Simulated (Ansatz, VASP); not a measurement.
**One calculation of Ga, two programs**

```
Ga
1.0
     3.00317    0.00000    0.00000
    -1.50158    2.60082    0.00000
     0.00000    0.00000    4.86513
Ga
2
Direct
  0.19333 0.59667 0.14500
  0.80667 0.40333 0.85500
```

Change from the starting cell: shortest bond scaled by 0.58, LAPW.

Alike in both runs: task single point; functional PBEsol; k mesh 11 × 11 × 6; occupations fermi-dirac, width 0.05 eV; no spin polarisation.

```csv
,VASP,Ansatz
version,VASP 6.6.1,Ansatz 0.2.0
potentials or method,"VASP PAW PBE potentials, release 64 (Ga_d), cutoff 520 eV","all-electron LAPW, scalar-relativistic"
```

VASP gave:

| Quantity | Value |
| --- | --- |
| pressure (GPa) | 54.7 |
| traceless stress, the component that is largest in VASP (GPa) | 59.23 |
| rms of the force components (eV/Å) | 12.112 |

Question: Estimate Ansatz's values.

Answer: Pressure (GPa): 52.4; traceless stress, the component that is largest in VASP (GPa): 56.49; rms of the force components (eV/Å): 11.579.

VASP's potentials were made for PBE, not for PBEsol. Atom by atom the forces differ by 0.533 eV/Å (rms over components). Both programs put the cell under a high pressure, so it lies far from rest at this level. Ansatz ran all-electron here, and VASP with PAW potentials.
